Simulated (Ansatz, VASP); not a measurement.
**Os: VASP beside Ansatz**

```xyz
1
Lattice="0.0000 1.8197 1.8197 1.8197 0.0000 1.8197 1.8197 1.8197 0.0000" Properties=species:S:1:pos:R:3 pbc="T T T"
Os    0.0000    0.0000    0.0000
```

Change from the starting cell: volume scaled by 0.84, LAPW.

Alike in both runs: task single point; functional PBE; k mesh 17 × 17 × 17; occupations fermi-dirac, width 0.1 eV; no spin polarisation.

|  | VASP | Ansatz |
| --- | --- | --- |
| version | VASP 6.6.1 | Ansatz 0.2.0 |
| potentials or method | VASP PAW PBE potentials, release 64 (Os), cutoff 520 eV | all-electron LAPW, scalar-relativistic |

|  | VASP | Ansatz | Ansatz less VASP |
| --- | --- | --- | --- |
| pressure (GPa) | 105.5 | 102.0 | -3.48 |

Both programs put the cell under a high pressure, so it lies far from rest at this level. Ansatz ran all-electron here, and VASP with PAW potentials.

Neither program's run includes spin-orbit coupling. Noted on VASP's run: the cell as given lies far from equilibrium.
